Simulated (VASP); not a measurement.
# Ni (Im-3m) in VASP: single point with PBEsol

Aim: the single point of Ni with PBEsol.

All numbers are computed with VASP 6.6.1; they aren't measurements. Logs are shortened: lines on timing, memory, paths and dates and some standing lists are left out, and cuts for length are marked.

### Step 1. The cell of the first run

Symmetry: Im-3m, No. 229, cubic system. The conventional cell has a = 2.755 Å, b = 2.755 Å, c = 2.755 Å, α = 90.00°, β = 90.00°, γ = 90.00°. Within 3.2 Å of Ni (site symmetry m-3m) lie 14 Ni at 2.39 to 2.75 Å.

### Step 2. Single point, PBEsol, collinear spin, ferromagnetic start

File INCAR:

```
  ALGO = Normal
  EDIFF = 1E-6
  ENCUT = 520
  GGA = PS
  ISIF = 2
  ISMEAR = 1
  ISPIN = 2
  LASPH = T
  LCHARG = F
  LMAXMIX = 4
  LORBIT = 11
  LREAL = F
  LWAVE = F
  MAGMOM = 1.5
  NBANDS = 15
  NELM = 150
  PREC = Accurate
  SIGMA = 0.1
```

File KPOINTS:

```
k-points
0
Gamma
  22 22 22
```

File POSCAR:

```
Ni
1.0
   -1.3773093570      1.3773093570      1.3773093570
    1.3773093570     -1.3773093570      1.3773093570
    1.3773093570      1.3773093570     -1.3773093570
Ni
1
Direct
    0.0000000000      0.0000000000      0.0000000000
```

Potentials or basis: VASP PAW PBE potentials, release 64 (Ni).

Command:

```sh
$ cat potpaw_PBE.64/Ni/POTCAR > POTCAR
$ mpirun -np 1 vasp_std > vasp.out
```

OUTCAR:

```text
EDIFF = 1E-6
   ENCUT = 520
   GGA = PS
   ISIF = 2
   ISMEAR = 1
   ISPIN = 2
   LASPH = T
   LORBIT = 11
   LREAL = F
   NELM = 150
   PREC = Accurate

 ion  position               nearest neighbor table
   1  0.000  0.000  0.000-

  LATTYP: Found a body centered cubic cell.
 ALAT       =     2.7546187140

  Lattice vectors:

 A1 = (  -1.3773093570,   1.3773093570,   1.3773093570)
 A2 = (   1.3773093570,  -1.3773093570,   1.3773093570)
 A3 = (   1.3773093570,   1.3773093570,  -1.3773093570)

Analysis of symmetry for initial positions (statically):
=====================================================================
 Subroutine PRICEL returns:
 Original cell was already a primitive cell.

 Routine SETGRP: Setting up the symmetry group for a
 body centered cubic supercell.

 Subroutine GETGRP returns: Found 48 space group operations
 (whereof 48 operations were pure point group operations)
 out of a pool of 48 trial point group operations.

The static configuration has the point symmetry O_h .

Analysis of symmetry for dynamics (positions and initial velocities):
=====================================================================
 Subroutine PRICEL returns:
 Original cell was already a primitive cell.

 Routine SETGRP: Setting up the symmetry group for a
 body centered cubic supercell.

 Subroutine GETGRP returns: Found 48 space group operations
 (whereof 48 operations were pure point group operations)
 out of a pool of 48 trial point group operations.

The dynamic configuration has the point symmetry O_h .

Analysis of structural, dynamic, and magnetic symmetry:
=====================================================================
 Subroutine PRICEL returns:
 Original cell was already a primitive cell.

 Routine SETGRP: Setting up the symmetry group for a
 body centered cubic supercell.

 Subroutine GETGRP returns: Found 48 space group operations
 (whereof 48 operations were pure point group operations)
 out of a pool of 48 trial point group operations.

The overall configuration has the point symmetry O_h .

 Subroutine INISYM returns: Found 48 space group operations
 (whereof 48 operations are pure point group operations),
 and found     1 'primitive' translations

----------------------------------------------------------------------------------------

                                     Primitive cell

  volume of cell :      10.4509

  direct lattice vectors                    reciprocal lattice vectors
    -1.377309357  1.377309357  1.377309357     0.000000000  0.363026649  0.363026649
     1.377309357 -1.377309357  1.377309357     0.363026649  0.000000000  0.363026649
     1.377309357  1.377309357 -1.377309357     0.363026649  0.363026649  0.000000000

  length of vectors
     2.385569784  2.385569784  2.385569784     0.513397210  0.513397210  0.513397210

  position of ions in fractional coordinates (direct lattice)
     0.000000000  0.000000000  0.000000000

  ion indices of the primitive-cell ions
   primitive index   ion index
                 1           1

----------------------------------------------------------------------------------------

 KPOINTS: k-points

Automatic generation of k-mesh.
 Grid dimensions read from file:
 generate k-points for:   22   22   22

 Generating k-lattice:

  Cartesian coordinates                     Fractional coordinates (reciprocal lattice)
     0.000000000  0.016501211  0.016501211     0.045454545  0.000000000  0.000000000
     0.016501211  0.000000000  0.016501211     0.000000000  0.045454545  0.000000000
     0.016501211  0.016501211  0.000000000     0.000000000  0.000000000  0.045454545

  Length of vectors
     0.023336237  0.023336237  0.023336237

  Shift w.r.t. Gamma in fractional coordinates (k-lattice)
     0.000000000  0.000000000  0.000000000

 Subroutine IBZKPT returns following result:
 ===========================================

 Found    328 irreducible k-points:

 Following reciprocal coordinates:
            Coordinates               Weight
  0.000000  0.000000  0.000000      1.000000
  0.045455  0.000000  0.000000     12.000000
  0.090909  0.000000  0.000000     12.000000
  0.136364  0.000000  0.000000     12.000000
  0.181818  0.000000  0.000000     12.000000
  0.227273  0.000000  0.000000     12.000000
[... 16 lines left out ...]
  0.090909  0.090909  0.000000     24.000000
  0.136364  0.090909  0.000000     48.000000
 [... further k-points ...]
   k-points           NKPTS =    328   k-points in BZ     NKDIM =    328   number of bands    NBANDS=     15
   number of dos      NEDOS =    301   number of ions     NIONS =      1
   total plane-waves  NPLWV =   5832
   dimension x,y,z NGX =    18 NGY =   18 NGZ =   18
   dimension x,y,z NGXF=    36 NGYF=   36 NGZF=   36
   ions per type =               1
   NGX,Y,Z   is equivalent  to a cutoff of  12.54, 12.54, 12.54 a.u.
   NGXF,Y,Z  is equivalent  to a cutoff of  25.09, 25.09, 25.09 a.u.
 SYSTEM =  unknown system
   PREC   = accura    normal or accurate (medium, high low for compatibility)
   ISTART =      0    job   : 0-new  1-cont  2-samecut
   ICHARG =      2    charge: 1-file 2-atom 10-const
   ISPIN  =      2    spin polarized calculation?
   LNONCOLLINEAR =      F non collinear calculations
   LSORBIT =      F    spin-orbit coupling
   LASPH  =      T    aspherical Exc in radial PAW
   ENCUT  =  520.0 eV  38.22 Ry    6.18 a.u.   4.44  4.44  4.44*2*pi/ulx,y,z
   NELM   =    150;   NELMIN=  2; NELMDL= -5     # of ELM steps
   EDIFF  = 0.1E-05   stopping-criterion for ELM
   LREAL  =      F    real-space projection
   EDIFFG = 0.1E-04   stopping-criterion for IOM
   NSW    =      0    number of steps for IOM
   IBRION =     -1    ionic relax: 0-MD 1-quasi-New 2-CG
   NFREE  =      0    steps in history (QN), initial steepest desc. (CG)
   ISIF   =      2    stress and relaxation
   ISYM   =      2    0-nonsym 1-usesym 2-fastsym
   POTIM  = 0.5000    time-step for ionic-motion
   TEBEG  =    0.0;   TEEND  =   0.0 temperature during run
   PSTRESS=    0.0 pullay stress
   NELECT =      10.0000    total number of electrons
   NUPDOWN=      -1.0000    fix difference up-down
   EMIN   =  10.00;   EMAX   =-10.00  energy-range for DOS
   EFERMI =   0.00;   METHOD = LEGACY
   ISMEAR =     1;   SIGMA  =   0.10  broadening in eV -4-tet -1-fermi 0-gaus
   EFERMI_NEDOS =   21; number of points for ismear=-14 and -15
   IALGO  =     38    algorithm
   IMIX   =      4    mixing-type and parameters
     AMIX     =   0.40;   BMIX     =  1.00
     AMIX_MAG =   1.60;   BMIX_MAG =  1.00
  volume/ion in A,a.u.               =      10.45        70.53
  Fermi-wavevector in a.u.,A,eV,Ry     =   1.613207  3.048519 35.408287  2.602436
  Thomas-Fermi vector in A             =   2.708313
   LORBIT       =     11    0 simple, 1 ext, 2 COOP (PROOUT), +10 PAW based schemes
   GGA     = PS    functional components
   LHFCALC =     F    Hartree Fock is set to
   AEXX    =    0.0000 exact exchange contribution
   IVDW    =     0    specifies the selected vdW correction
   LEPSILON=     F    determine dielectric tensor
   LRPA    =     F    only Hartree local field effects (RPA)
 spin polarized calculation
 Methfessel and Paxton  Order N= 1 SIGMA  =   0.10
  energy-cutoff  :      520.00
  volume of cell :       10.45
 maximum number of plane-waves:       321
 NGX is ok and might be reduce to    18
   NGX =  9   NGY =  9   NGZ =  9

 number of electron      10.0000010 magnetization       0.5205240

 Free energy of the ion-electron system (eV)
  ---------------------------------------------------
  ext. energy  EPLUGINS =         0.00000000
  ---------------------------------------------------
  free energy    TOTEN  =        -6.03496913 eV

  energy without entropy =       -6.03597323  energy(sigma->0) =       -6.03530383

 E-fermi :   9.6142     XC(G=0): -13.6702

 val. band max:        9.6135849960   @ k =  -0.3636  -0.4091   0.0455
 cond. band min:       9.6144431984   @ k =  -0.1818   0.2273   0.1364
 fundamental gap:      0.0008582024
 Fermi energy:         9.6141798648

 spin component 1

 k-point     1 :       0.0000    0.0000    0.0000
  band No.  band energies     occupation
      1       0.4219      1.00000
      2       7.2617      1.00000
      3       7.2617      1.00000
      4       7.2617      1.00000
      5       8.7635      1.00000
      6       8.7635      1.00000
      7      36.4859      0.00000
      8      36.4859      0.00000
      9      36.4859      0.00000
     10      41.6537      0.00000
     11      41.6537      0.00000
     12      43.0111      0.00000
     13      43.0111      0.00000
     14      43.0111      0.00000
     15      43.5876      0.00000

 k-point     2 :       0.0455    0.0000    0.0000
  band No.  band energies     occupation
      1       0.5104      1.00000
      2       7.2407      1.00000
      3       7.2604      1.00000
      4       7.3031      1.00000
      5       8.7416      1.00000
      6       8.7652      1.00000
      7      35.7586      0.00000
      8      36.3351      0.00000
      9      36.3736      0.00000
     10      40.8636      0.00000
     11      41.2878      0.00000
     12      41.4263      0.00000
     13      42.3165      0.00000
     14      43.8727      0.00000
     15      44.1915      0.00000
[... 365 lines left out ...]
      3       7.1452      1.00000
      4       7.7656      1.00000
      5       8.5579      1.00000
      6       8.8031      1.00000
      7      31.4442      0.00000
      8      32.5916      0.00000
      9      36.3464      0.00000
     10      36.6511      0.00000
     11      39.8031      0.00000
     12      41.1673      0.00000
     13      44.5932      0.00000
     14      44.9725      0.00000
     15      49.3858      0.00000

 k-point    24 :       0.1364    0.0909    0.0000
  band No.  band energies     occupation
      1       2.0200      1.00000
      2       6.9714      1.00000
      3       7.0818      1.00000
      4       8.0420      1.00000
      5       8.4946      1.00000
      6       8.8325      1.00000
      7      29.4084      0.00000
      8      31.2131      0.00000
      9      34.9317      0.00000
     10      36.5727      0.00000
     11      39.9702      0.00000
     12      41.1739      0.00000
     13      45.6543      0.00000
     14      46.1149      0.00000
     15      50.5771      0.00000

 [... further k-points ...]

 spin component 2

 k-point     1 :       0.0000    0.0000    0.0000
  band No.  band energies     occupation
      1       0.4288      1.00000
      2       7.8781      1.00000
      3       7.8781      1.00000
      4       7.8781      1.00000
      5       9.2284      1.00000
      6       9.2284      1.00000
      7      36.4229      0.00000
      8      36.4229      0.00000
      9      36.4229      0.00000
     10      41.6155      0.00000
     11      41.6155      0.00000
     12      43.1790      0.00000
     13      43.1790      0.00000
     14      43.1790      0.00000
     15      43.7457      0.00000

 k-point     2 :       0.0455    0.0000    0.0000
  band No.  band energies     occupation
      1       0.5173      1.00000
      2       7.8557      1.00000
      3       7.8759      1.00000
      4       7.9208      1.00000
      5       9.2055      1.00000
      6       9.2301      1.00000
      7      35.7147      0.00000
      8      36.2752      0.00000
      9      36.3222      0.00000
     10      40.8806      0.00000
     11      41.3988      0.00000
     12      41.5926      0.00000
     13      42.3348      0.00000
     14      44.0206      0.00000
     15      44.3013      0.00000
[... 365 lines left out ...]
      3       7.7413      1.00000
      4       8.3952      1.00000
      5       9.0202      1.00000
      6       9.2718      1.00001
      7      31.4803      0.00000
      8      32.6416      0.00000
      9      36.4810      0.00000
     10      36.6232      0.00000
     11      39.8426      0.00000
     12      41.2627      0.00000
     13      44.7051      0.00000
     14      44.9786      0.00000
     15      49.5456      0.00000

 k-point    24 :       0.1364    0.0909    0.0000
  band No.  band energies     occupation
      1       2.0335      1.00000
      2       7.5636      1.00000
      3       7.6587      1.00000
      4       8.6776      1.00000
      5       8.9639      1.00000
      6       9.3032      1.00005
      7      29.4807      0.00000
      8      31.2762      0.00000
      9      35.0500      0.00000
     10      36.5676      0.00000
     11      40.0168      0.00000
     12      41.2549      0.00000
     13      45.7534      0.00000
     14      46.1309      0.00000
     15      50.7436      0.00000

 [... further k-points ...]
[... 5 lines left out ...]
  --------------------------------------------------------------------------------------
  -------------------------------------------------------------------------------------
  Total        0.0028120      0.0028120      0.0028120     -0.0000000      0.0000000     -0.0000000
  in kB        0.4310905      0.4310905      0.4310905     -0.0000000      0.0000000     -0.0000000
  external PRESSURE =       0.4310905 kB  Pullay stress =       0.0000000 kB

 VOLUME and BASIS-vectors are now :
 -----------------------------------------------------------------------------
  energy-cutoff  :      520.00
  volume of cell :       10.45
      direct lattice vectors                 reciprocal lattice vectors
    -1.377309357  1.377309357  1.377309357     0.000000000  0.363026649  0.363026649
     1.377309357 -1.377309357  1.377309357     0.363026649  0.000000000  0.363026649
     1.377309357  1.377309357 -1.377309357     0.363026649  0.363026649  0.000000000

 POSITION                                       TOTAL-FORCE (eV/Angst)
 -----------------------------------------------------------------------------------
      0.00000      0.00000      0.00000         0.000000      0.000000      0.000000
 -----------------------------------------------------------------------------------
    total drift:                                0.000000     -0.000000      0.000000

  FREE ENERGIE OF THE ION-ELECTRON SYSTEM (eV)
  ---------------------------------------------------
  free  energy   TOTEN  =        -6.0349691288 eV

  energy  without entropy=       -6.0359732318  energy(sigma->0) =       -6.03530383

 total charge

# of ion       s       p       d       tot
------------------------------------------
    1        0.511   0.530   8.352   9.392

 magnetization (x)

# of ion       s       p       d       tot
------------------------------------------
    1       -0.004  -0.015   0.543   0.524
```

It took 50 s on 1 thread of AMD EPYC 9R45 (Zen 5), shared host; peak memory 0.16 GiB.

What came out:

```
Free energy                                           : -6.0350 eV
Pressure                                              : 0.0 GPa
Net moment                                            : 0.52 μB per cell
Site moments                                          : Ni +0.52 μB
Valence electrons inside the program's atomic spheres : Ni 9.39
```

Caveat: the PAW data sets were made with another functional, which shifts forces and pressure a little.
